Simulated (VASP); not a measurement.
# Fe5Co (P-62m) in VASP: notebook

The runs below take Fe5Co through single point, relaxation of cell and atoms, with PBE.

All numbers are computed with VASP 6.6.1; they aren't measurements. Logs are shortened: lines on timing, memory, paths and dates and some standing lists are left out, and cuts for length are marked.

## (1) The cell of the first run

Symmetry: P-62m, No. 189, hexagonal system. The conventional cell has a = 4.160 Å, b = 4.160 Å, c = 4.477 Å, α = 90.00°, β = 90.00°, γ = 120.00°. Fe (site symmetry -6) has 9 Fe at 2.40 to 2.63 Å and 3 Co at 2.40 Å within 3.2 Å. Within 3.2 Å of Fe (site symmetry m2m) lie 10 Fe at 2.40 to 2.63 Å and 2 Co at 2.63 Å. Within 3.2 Å of Co (site symmetry -62m) lie 12 Fe at 2.40 to 2.63 Å.

## (2) Single point, PBE, collinear spin, ferromagnetic start

Input file INCAR:

```
ALGO = Fast
EDIFF = 1E-7
ENCUT = 520
GGA = PE
ISIF = 2
ISMEAR = 0
ISPIN = 2
LASPH = True
LCHARG = True
LELF = True
LMAXMIX = 4
LORBIT = 11
LREAL = False
LVHAR = True
LWAVE = False
MAGMOM = 4 4 4 4 4 3
NBANDS = 38
NELM = 150
PREC = Accurate
SIGMA = 0.1
```

Input file KPOINTS:

```
k-points
0
Gamma
  6 6 4
```

Input file POSCAR:

```
Fe5Co
1.0
    4.1603640500      0.0000000000      0.0000000000
   -2.0801820200      3.6029809500      0.0000000000
    0.0000000000      0.0000000000      4.4772989300
Fe Co
5 1
Direct
    0.6666666700      0.3333333300      0.0000000000
    0.3333333300      0.6666666700      0.0000000000
    0.3333333300      0.0000000000      0.5000000000
    0.0000000000      0.3333333300      0.5000000000
    0.6666666700      0.6666666700      0.5000000000
    0.0000000000      0.0000000000      0.0000000000
```

Potentials or basis: VASP PAW PBE potentials, release 64 (Fe, Co).

Run with:

```console
> cat potpaw_PBE.64/Fe/POTCAR potpaw_PBE.64/Co/POTCAR > POTCAR
> mpirun -np 1 vasp_std > vasp.out
```

OUTCAR:

```text
EDIFF = 1E-7
   ENCUT = 520
   GGA = PE
   ISIF = 2
   ISMEAR = 0
   ISPIN = 2
   LASPH = True
   LORBIT = 11
   LREAL = False
   NELM = 150
   PREC = Accurate

 ion  position               nearest neighbor table
   1  0.667  0.333  0.000-   2 2.40   6 2.40   2 2.40   6 2.40   6 2.40   2 2.40   4 2.63   4 2.63
                             3 2.63   3 2.63   5 2.63   5 2.63
   2  0.333  0.667  0.000-   1 2.40   6 2.40   1 2.40   6 2.40   6 2.40   1 2.40   3 2.63   3 2.63
                             4 2.63   4 2.63   5 2.63   5 2.63
   3  0.333  0.000  0.500-   4 2.40   5 2.40   4 2.40   5 2.40   5 2.40   4 2.40   2 2.63   2 2.63
                             6 2.63   6 2.63   1 2.63   1 2.63
   4  0.000  0.333  0.500-   5 2.40   3 2.40   3 2.40   5 2.40   5 2.40   3 2.40   6 2.63   6 2.63
                             1 2.63   1 2.63   2 2.63   2 2.63
   5  0.667  0.667  0.500-   4 2.40   3 2.40   3 2.40   4 2.40   3 2.40   4 2.40   6 2.63   6 2.63
                             1 2.63   1 2.63   2 2.63   2 2.63
   6  0.000  0.000  0.000-   1 2.40   2 2.40   2 2.40   1 2.40   1 2.40   2 2.40   4 2.63   4 2.63
                             5 2.63   5 2.63   3 2.63   3 2.63

  LATTYP: Found a hexagonal cell.
 ALAT       =     4.1603640500
 C/A-ratio  =     1.0761796026

  Lattice vectors:

 A1 = (   4.1603640500,   0.0000000000,   0.0000000000)
 A2 = (  -2.0801820200,   3.6029809500,   0.0000000000)
 A3 = (   0.0000000000,   0.0000000000,   4.4772989300)

Analysis of symmetry for initial positions (statically):
=====================================================================
 Subroutine PRICEL returns:
 Original cell was already a primitive cell.

 Routine SETGRP: Setting up the symmetry group for a
 hexagonal supercell.

 Subroutine GETGRP returns: Found 12 space group operations
 (whereof 12 operations were pure point group operations)
 out of a pool of 24 trial point group operations.

The static configuration has the point symmetry D_3h.

Analysis of symmetry for dynamics (positions and initial velocities):
=====================================================================
 Subroutine PRICEL returns:
 Original cell was already a primitive cell.

 Routine SETGRP: Setting up the symmetry group for a
 hexagonal supercell.

 Subroutine GETGRP returns: Found 12 space group operations
 (whereof 12 operations were pure point group operations)
 out of a pool of 24 trial point group operations.

The dynamic configuration has the point symmetry D_3h.

Analysis of structural, dynamic, and magnetic symmetry:
=====================================================================
 Subroutine PRICEL returns:
 Original cell was already a primitive cell.

 Routine SETGRP: Setting up the symmetry group for a
 hexagonal supercell.

 Subroutine GETGRP returns: Found 12 space group operations
 (whereof 12 operations were pure point group operations)
 out of a pool of 24 trial point group operations.

The overall configuration has the point symmetry D_3h.

 Subroutine INISYM returns: Found 12 space group operations
 (whereof 12 operations are pure point group operations),
 and found     1 'primitive' translations

----------------------------------------------------------------------------------------

                                     Primitive cell

  volume of cell :      67.1134

  direct lattice vectors                    reciprocal lattice vectors
     4.160364050  0.000000000  0.000000000     0.240363581  0.138773978  0.000000000
    -2.080182020  3.602980950  0.000000000     0.000000000  0.277547957  0.000000000
     0.000000000  0.000000000  4.477298930     0.000000000  0.000000000  0.223348947

  length of vectors
     4.160364050  4.160364042  4.477298930     0.277547956  0.277547957  0.223348947

  position of ions in fractional coordinates (direct lattice)
     0.666666670  0.333333330  0.000000000
     0.333333330  0.666666670  0.000000000
     0.333333330  0.000000000  0.500000000
     1.000000000  0.333333330  0.500000000
     0.666666670  0.666666670  0.500000000
[... 60 lines left out ...]
      3       2.4815      1.00000
      4       2.5376      1.00000
      5       2.7802      1.00000
      6       2.9516      1.00000
[... 733 lines left out ...]
 k-point    21 :       0.3333    0.3333    0.5000
  band No.  band energies     occupation
      1       1.6742      1.00000
      2       1.7331      1.00000
      3       1.7520      1.00000
      4       1.7520      1.00000
      5       1.7724      1.00000
      6       1.7724      1.00000
[... 28 lines left out ...]
     35       6.8106      0.27438
     36       6.8115      0.27025
 Fermi energy:         6.7682374892

 spin component 2

 k-point     1 :       0.0000    0.0000    0.0000
  band No.  band energies     occupation
      1      -1.7131      1.00000
      2       2.5437      1.00000
      3       4.5951      1.00000
      4       4.5951      1.00000
      5       4.6118      1.00000
      6       4.6118      1.00000
[... 28 lines left out ...]
     35      13.6128      0.00000
     36      14.3758      0.00000

 k-point     2 :       0.1667    0.0000    0.0000
  band No.  band energies     occupation
      1      -1.3550      1.00000
      2       2.8433      1.00000
      3       4.2031      1.00000
      4       4.2461      1.00000
      5       4.3216      1.00000
      6       4.3749      1.00000
[... 733 lines left out ...]
 k-point    21 :       0.3333    0.3333    0.5000
  band No.  band energies     occupation
      1       2.6250      1.00000
      2       2.7884      1.00000
      3       2.7884      1.00000
      4       2.8044      1.00000
      5       2.8044      1.00000
      6       2.8175      1.00000
[... 28 lines left out ...]
     35       8.9625      0.00000
     36       8.9857      0.00000
 [bands above 36 left out]

------------------------ aborting loop because EDIFF is reached ----------------------------------------

  FORCE on cell =-STRESS in cart. coord.  units (eV):
  Direction    XX          YY          ZZ          XY          YZ          ZX
  --------------------------------------------------------------------------------------
  -------------------------------------------------------------------------------------
  Total        7.7611924      7.7611923     -1.2169861      0.0000000      0.0000000      0.0000000
  in kB      185.2804678    185.2804672    -29.0527206      0.0000003      0.0000000      0.0000000
  external PRESSURE =     113.8360715 kB  Pullay stress =       0.0000000 kB

 VOLUME and BASIS-vectors are now :
 -----------------------------------------------------------------------------
  energy-cutoff  :      520.00
  volume of cell :       67.11
      direct lattice vectors                 reciprocal lattice vectors
     4.160364050  0.000000000  0.000000000     0.240363581  0.138773978  0.000000000
    -2.080182020  3.602980950  0.000000000     0.000000000  0.277547957  0.000000000
     0.000000000  0.000000000  4.477298930     0.000000000  0.000000000  0.223348947

 POSITION                                       TOTAL-FORCE (eV/Angst)
 -----------------------------------------------------------------------------------
      2.08018      1.20099      0.00000         0.000000      0.000000     -0.000000
     -0.00000      2.40199      0.00000         0.000000     -0.000000     -0.000000
      1.38679      0.00000      2.23865        -0.056357      0.000000      0.000000
     -0.69339      1.20099      2.23865         0.028178     -0.048807      0.000000
      1.38679      2.40199      2.23865         0.028178      0.048807     -0.000000
      0.00000      0.00000      0.00000         0.000000      0.000000     -0.000000
 -----------------------------------------------------------------------------------
    total drift:                                0.000000      0.000000     -0.000000

  FREE ENERGIE OF THE ION-ELECTRON SYSTEM (eV)
  ---------------------------------------------------
  free  energy   TOTEN  =       -47.0330133453 eV

  energy  without entropy=      -47.0014096950  energy(sigma->0) =      -47.01721152

 total charge

# of ion       s       p       d       tot
------------------------------------------
    1        0.503   0.544   6.259   7.306
    2        0.503   0.544   6.259   7.306
    3        0.508   0.545   6.282   7.335
    4        0.508   0.545   6.282   7.335
    5        0.508   0.545   6.282   7.335
    6        0.510   0.538   7.275   8.323
--------------------------------------------------
tot          3.039   3.262  38.638  44.939

 magnetization (x)

# of ion       s       p       d       tot
------------------------------------------
    1       -0.013  -0.029   2.523   2.481
    2       -0.013  -0.029   2.523   2.481
    3       -0.011  -0.027   2.321   2.282
    4       -0.011  -0.027   2.321   2.282
    5       -0.011  -0.027   2.321   2.282
    6       -0.020  -0.046   1.726   1.660
--------------------------------------------------
tot         -0.079  -0.187  13.735  13.469
```

It took 5.5 min on 1 thread of Intel Xeon 8259CL, shared host; peak memory 0.26 GiB.

Results:

| Item | Value |
| --- | --- |
| Free energy | -47.0330 eV |
| Pressure | 11.4 GPa |
| Largest force | 0.056 eV/Å |
| Net moment | 13.58 μB per cell |
| Site moments | Fe +2.48, +2.28 (each value once); Co +1.66 μB |
| Valence electrons inside the program's atomic spheres | Fe 7.31, 7.33 (each value once); Co 8.32 |

Forces on the atoms (eV/Å):
```
Fe   0.000  0.000  0.000
Fe   0.000  0.000  0.000
Fe  -0.056  0.000  0.000
Fe   0.028 -0.049  0.000
Fe   0.028  0.049  0.000
Co   0.000  0.000  0.000
```

Levels at points of the mesh, in eV from the Fermi level:
Spin up:
| k point | band 30 | band 31 | band 32 | band 33 | band 34 | band 35 |
| --- | --- | --- | --- | --- | --- | --- |
| (0.00, 0.00, 0.00) | -0.70 | -0.63 | -0.63 | 4.85 | 5.73 | 5.73 |
| (0.50, 0.00, 0.00) | -0.30 | -0.02 | 0.31 | 1.90 | 4.04 | 4.54 |
| (0.00, 0.00, 0.50) | -0.42 | -0.38 | -0.38 | 6.61 | 6.61 | 6.77 |
| (0.50, 0.00, 0.50) | -0.04 | -0.03 | 0.03 | 0.04 | 0.31 | 1.85 |
Spin down:
```tsv
k point	band 14	band 15	band 16	band 17	band 18	band 19	band 20	band 21	band 22	band 23
(0.00, 0.00, 0.00)	-0.84	-0.60	-0.59	-0.45	-0.45	-0.09	-0.09	0.05	0.05	1.05
(0.50, 0.00, 0.00)	-0.82	-0.76	-0.49	-0.25	-0.14	0.02	0.08	0.44	0.57	0.91
(0.00, 0.00, 0.50)	-1.41	-1.21	-1.20	-0.32	-0.32	-0.15	-0.15	0.27	0.27	0.43
(0.50, 0.00, 0.50)	-1.14	-1.08	-1.06	0.56	0.80	0.81	0.87	1.05	1.14	1.17
```

Caveat: the cell stands under pressure.

## (3) Single point, PBE, collinear spin, ferromagnetic start

This run uses another cell than the first one, of 11.88 Å³/atom.

Input file INCAR:

```
  PREC = Accurate
  ENCUT = 520
  EDIFF = 1E-7
  ISMEAR = 0
  SIGMA = 0.1
  LREAL = F
  LASPH = T
  NELM = 150
  ALGO = Fast
  ISIF = 2
  LWAVE = F
  LCHARG = F
  ISPIN = 2
  MAGMOM = 4 4 4 4 4 3
  LORBIT = 11
  LMAXMIX = 4
  GGA = PE
  NBANDS = 38
```

Input file KPOINTS:

```
Automatic mesh
0
Gamma
  6 6 4
```

Input file POSCAR:

```
Fe5Co
1.0
    4.3410544470     -0.0000000030      0.0000000000
   -2.1705272209      3.7594634318      0.0000000000
    0.0000000000      0.0000000000      4.3658809958
Fe Co
5 1
Direct
    0.6666666667      0.3333333333      0.0000000000
    0.3333333333      0.6666666667      0.0000000000
    0.3325796664      0.0000000000      0.5000000000
    0.0000000000      0.3325796664      0.5000000000
    0.6674203336      0.6674203336      0.5000000000
    0.0000000000      0.0000000000      0.0000000000
```

Potentials or basis: VASP PAW PBE potentials, release 64 (Fe, Co).

Run with:

```console
> cat potpaw_PBE.64/Fe/POTCAR potpaw_PBE.64/Co/POTCAR > POTCAR
> mpirun -np 1 vasp_std > vasp.out
```

It took 3.8 min on 1 thread of Intel Xeon 8259CL, shared host; peak memory 0.25 GiB.

It converged, with:

```yaml
Free_energy: -47.3467 eV
Pressure: -0.2 GPa
Net_moment: 14.60 μB per cell
Site_moments: Fe +2.63, +2.54 (each value once); Co +1.67 μB
Valence_electrons_inside_the_program's_atomic_spheres: Fe 7.16, 7.18 (each value once); Co 8.21
```

Levels at points of the mesh, in eV from the Fermi level:
Spin up:
| k point | band 28 | band 29 | band 30 | band 31 | band 32 | band 33 | band 34 | band 35 | band 36 | band 37 |
| --- | --- | --- | --- | --- | --- | --- | --- | --- | --- | --- |
| (0.00, 0.00, 0.00) | -0.79 | -0.79 | -0.78 | -0.77 | -0.77 | 4.85 | 4.85 | 5.18 | 5.56 | 5.66 |
| (0.50, 0.00, 0.00) | -0.70 | -0.68 | -0.63 | -0.38 | -0.16 | 1.54 | 3.50 | 4.59 | 4.63 | 5.89 |
| (0.00, 0.00, 0.50) | -1.00 | -0.65 | -0.55 | -0.52 | -0.52 | 5.81 | 5.81 | 5.91 | 5.96 | 7.24 |
| (0.50, 0.00, 0.50) | -0.66 | -0.36 | -0.19 | -0.17 | -0.16 | -0.13 | -0.11 | 1.61 | 1.65 | 7.08 |
Spin down:
| k point | band 13 | band 14 | band 15 | band 16 | band 17 | band 18 | band 19 | band 20 | band 21 | band 22 |
| --- | --- | --- | --- | --- | --- | --- | --- | --- | --- | --- |
| (0.00, 0.00, 0.00) | -0.65 | -0.65 | -0.39 | -0.36 | -0.22 | -0.22 | 0.23 | 0.23 | 0.37 | 0.37 |
| (0.50, 0.00, 0.00) | -0.49 | -0.44 | -0.35 | -0.18 | -0.18 | 0.11 | 0.27 | 0.29 | 0.46 | 0.51 |
| (0.00, 0.00, 0.50) | -1.21 | -1.05 | -0.97 | -0.96 | -0.17 | -0.17 | 0.05 | 0.05 | 0.57 | 0.57 |
| (0.50, 0.00, 0.50) | -0.88 | -0.83 | -0.70 | -0.68 | 0.53 | 0.73 | 0.77 | 0.79 | 0.93 | 1.03 |

## (4) Relaxation of cell and atoms, PBE, collinear spin, ferromagnetic start

Input file INCAR:

```
SYSTEM = Fe5Co
PREC = Accurate
ENCUT = 600
EDIFF = 1E-7
ISMEAR = 0
SIGMA = 0.1
LREAL = .FALSE.
LASPH = .TRUE.
NELM = 150
ALGO = Normal
ISIF = 3
LWAVE = .FALSE.
LCHARG = .FALSE.
ISPIN = 2
MAGMOM = 4 4 4 4 4 3
LORBIT = 11
LMAXMIX = 4
GGA = PE
IBRION = 2
NSW = 90
EDIFFG = -0.04
```

Input file KPOINTS:

```
regular mesh
0
G
  6 6 4
  0 0 0
```

Input file POSCAR:

```
Fe5Co
1.0
    4.1603640500      0.0000000000      0.0000000000
   -2.0801820200      3.6029809500      0.0000000000
    0.0000000000      0.0000000000      4.4772989300
Fe Co
5 1
Direct
    0.6666666700      0.3333333300      0.0000000000
    0.3333333300      0.6666666700      0.0000000000
    0.3333333300      0.0000000000      0.5000000000
    0.0000000000      0.3333333300      0.5000000000
    0.6666666700      0.6666666700      0.5000000000
    0.0000000000      0.0000000000      0.0000000000
```

Run with:

```console
> cat potpaw_PBE.64/Fe/POTCAR potpaw_PBE.64/Co/POTCAR > POTCAR
> mpirun -np 1 vasp_std > vasp.out
```

Wall time 21 min (1 thread of Intel Xeon 8259CL, shared host); peak memory 0.31 GiB.

Results (log left out):

```
Free energy                                           : -47.3431 eV
Relaxed volume                                        : 11.84 Å³/atom
Relaxed cell                                          : a = 4.336 Å, b = 4.336 Å, c = 4.361 Å, α = 90.00°, β = 90.00°, γ = 120.00°
Space group after relaxing (to 0.1 Å)                 : P-62m (No. 189)
Energy gained by relaxing                             : 52.1 meV/atom
Ionic steps                                           : 5
Pressure after relaxing                               : 0.3 GPa
Largest force after relaxing                          : 0.009 eV/Å
Net moment                                            : 14.58 μB per cell
Site moments                                          : Fe +2.62, +2.54 (each value once); Co +1.67 μB
Valence electrons inside the program's atomic spheres : Fe 7.17, 7.19 (each value once); Co 8.21
```

Forces in eV/Å, atoms in the order of the input:
```
Fe   0.000  0.000  0.000
Fe   0.000  0.000  0.000
Fe  -0.009  0.000  0.000
Fe   0.005 -0.008  0.000
Fe   0.005  0.008  0.000
Co   0.000  0.000  0.000
```

Stress tensor (GPa, compression positive):
```
0.32 0.00 0.00
0.00 0.32 0.00
0.00 0.00 0.23
```

Step by step:
```
step  energy change (eV)  largest force (eV/Å)  pressure (GPa)  volume (Å³)
   1              0.0000                0.0563           11.31        67.11
   2             -0.2041                0.0012           -8.71        74.95
   3             -0.2881                0.0125           -1.73        72.01
   4             -0.2885                0.0117           -2.18        72.20
   5             -0.3124                0.0093            0.29        71.01
```

Final structure:
```
CELL_PARAMETERS angstrom
4.33620 0.00000 0.00000
-2.16810 3.75526 0.00000
0.00000 0.00000 4.36111
ATOMIC_POSITIONS crystal
Fe 0.66667 0.33333 0.00000
Fe 0.33333 0.66667 0.00000
Fe 0.33274 0.00000 0.50000
Fe 0.00000 0.33274 0.50000
Fe 0.66726 0.66726 0.50000
Co 0.00000 0.00000 0.00000
```

Levels at points of the mesh, in eV from the Fermi level:
Spin up:
```
           k point  band 29  band 30  band 31  band 32  band 33  band 34  band 35  band 36
(0.00, 0.00, 0.00)    -0.78    -0.77    -0.76    -0.76     4.87     4.87     5.21     5.59
(0.50, 0.00, 0.00)    -0.67    -0.62    -0.37    -0.15     1.55     3.52     4.61     4.65
(0.00, 0.00, 0.50)    -0.64    -0.54    -0.51    -0.51     5.83     5.83     5.94     5.99
(0.50, 0.00, 0.50)    -0.35    -0.18    -0.16    -0.15    -0.11    -0.10     1.62     1.66
```
Spin down:
| k point | band 13 | band 14 | band 15 | band 16 | band 17 | band 18 | band 19 | band 20 | band 21 | band 22 |
| --- | --- | --- | --- | --- | --- | --- | --- | --- | --- | --- |
| (0.00, 0.00, 0.00) | -0.65 | -0.65 | -0.39 | -0.37 | -0.22 | -0.22 | 0.23 | 0.23 | 0.36 | 0.36 |
| (0.50, 0.00, 0.00) | -0.50 | -0.45 | -0.36 | -0.19 | -0.19 | 0.10 | 0.27 | 0.29 | 0.46 | 0.51 |
| (0.00, 0.00, 0.50) | -1.21 | -1.06 | -0.97 | -0.97 | -0.18 | -0.18 | 0.05 | 0.05 | 0.57 | 0.57 |
| (0.50, 0.00, 0.50) | -0.89 | -0.84 | -0.71 | -0.69 | 0.53 | 0.73 | 0.77 | 0.79 | 0.94 | 1.03 |

## (5) Summary

| task | cell | cutoff (eV) | gap on the mesh (eV) | pressure (GPa) | moment (μB) | largest force (eV/Å) |
| --- | --- | --- | --- | --- | --- | --- |
| single point | a = 4.160, b = 4.160, c = 4.477 Å, angles 90.0, 90.0, 120.0°, 6 atoms | 520 | none | 11.4 | 13.58 | 0.06 |
| single point | a = 4.341, b = 4.341, c = 4.366 Å, angles 90.0, 90.0, 120.0°, 6 atoms | 520 | none | -0.2 | 14.60 | - |
| relaxation of cell and atoms | relaxed from a = 4.160, b = 4.160, c = 4.477 Å, angles 90.0, 90.0, 120.0°, 6 atoms | 600 | none | 0.3 | 14.58 | 0.01 |

Alike in all rows: level PBE; potentials or basis VASP PAW PBE potentials, release 64 (Fe, Co); spin collinear, ferromagnetic start; k mesh 6 × 6 × 4; smearing gaussian 0.1 eV.

Caveats: the cell stands under pressure (at least some runs).

Total energies depend on the potentials used, so only differences within one code and one set of settings carry meaning.
